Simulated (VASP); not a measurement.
NaCl:

```
CELL_PARAMETERS angstrom
3.50219 0.00000 0.00000
0.00000 3.50219 0.00000
0.00000 0.00000 3.50219
ATOMIC_POSITIONS crystal
Na 0.00000 0.00000 0.00000
Cl 0.50000 0.50000 0.50000
```

Base run:

```yaml
Program: VASP 6.6.1
Functional: PBE
Potentials_or_basis: VASP PAW PBE potentials, release 64 (Na_pv, Cl)
Cutoff: 500 eV
k_mesh: 6 × 6 × 6
Occupations: tetrahedron
Spin: no spin polarisation
Hubbard_terms: Cl p U = 1.1 eV
```

Its results: band gap on the k mesh 4.03 eV (least direct gap 4.52 eV); pressure -0.1 GPa.

Task: The run is repeated on the same cell with these changes: functional from PBE to PBEsol; k mesh from 6 × 6 × 6 to 4 × 4 × 4. What comes out?

Result: Band gap on the k mesh 3.88 eV (least direct gap 4.38 eV); pressure -1.2 GPa.

Several settings changed at once.

Caveats: some runs use coarse meshes; the PAW data sets were made with another functional, which shifts forces and pressure a little (at least some runs).

A k mesh can miss the band edges.
